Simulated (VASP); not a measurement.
Set up this calculation in VASP 6.6.1, as the native input.

```
Task                   : single point
Functional             : revPBE
Dispersion             : D4
Potentials or basis    : VASP PAW PBE potentials, release 64 (Mo_sv, S)
Cutoff                 : 500 eV
k mesh                 : 8 × 8 × 2
Occupations            : gaussian, width 0.05 eV
Spin                   : collinear spin
Starting moments       : [0.05, 0.05, 0.0, 0.0, 0.0, 0.0] μB
Dipole correction      : no
Further INCAR settings : ALGO = Normal; EDIFF = 1e-06; NBANDS = 39
```

The structure of MoS2 lies in POSCAR:

```
MoS2
1.0
    3.1316168963      0.0000000000      0.0000000000
   -1.5658084481      2.7120597871      0.0000000000
    0.0000000000      0.0000000000     11.7416040131
Mo S
2 4
Direct
    0.3333333333      0.6666666667      0.2500000000
    0.6666666667      0.3333333333      0.7500000000
    0.3333333333      0.6666666667      0.6164817368
    0.6666666667      0.3333333333      0.1164817368
    0.3333333333      0.6666666667      0.8835182632
    0.6666666667      0.3333333333      0.3835182632
```

One way to write it, as run:

INCAR

```
SYSTEM = MoS2
ALGO = Normal ; EDIFF = 1E-6
ENCUT = 500 ; GGA = RE
GGA_COMPAT = .FALSE. ; ISIF = 2
ISMEAR = 0 ; ISPIN = 2
IVDW = 13 ; LASPH = .TRUE.
LCHARG = .TRUE. ; LELF = .TRUE.
LMAXMIX = 4 ; LORBIT = 11
LREAL = .FALSE. ; LVHAR = .TRUE.
LWAVE = .FALSE. ; MAGMOM = 0.05 0.05 0 0 0 0
NBANDS = 39 ; NELM = 200
PREC = Accurate ; SIGMA = 0.05
```

KPOINTS

```
k-points
0
G
  8 8 2
  0 0 0
```

Potentials or basis: VASP PAW PBE potentials, release 64 (Mo_sv, S).

The run is started by

```bash
$ cat potpaw_PBE.64/Mo_sv/POTCAR potpaw_PBE.64/S/POTCAR > POTCAR
$ mpirun -np 1 vasp_std > vasp.out
```

It gave:

* Pressure: 0.4 GPa
* Largest force: 0.042 eV/Å
* Band gap on the k mesh: 0.76 eV (least direct gap 1.99 eV)
* Net moment: 0.00 μB per cell
* Valence electrons inside the program's atomic spheres: Mo 12.51; S 3.72
* Dispersion energy per atom: -0.839 eV

Caveat: the PAW data sets were made with another functional, which shifts forces and pressure a little.

Run time: 2.7 min on 1 thread of Oxide Virtual Turin-like Processor, with other jobs on the host, peak memory 0.27 GiB.
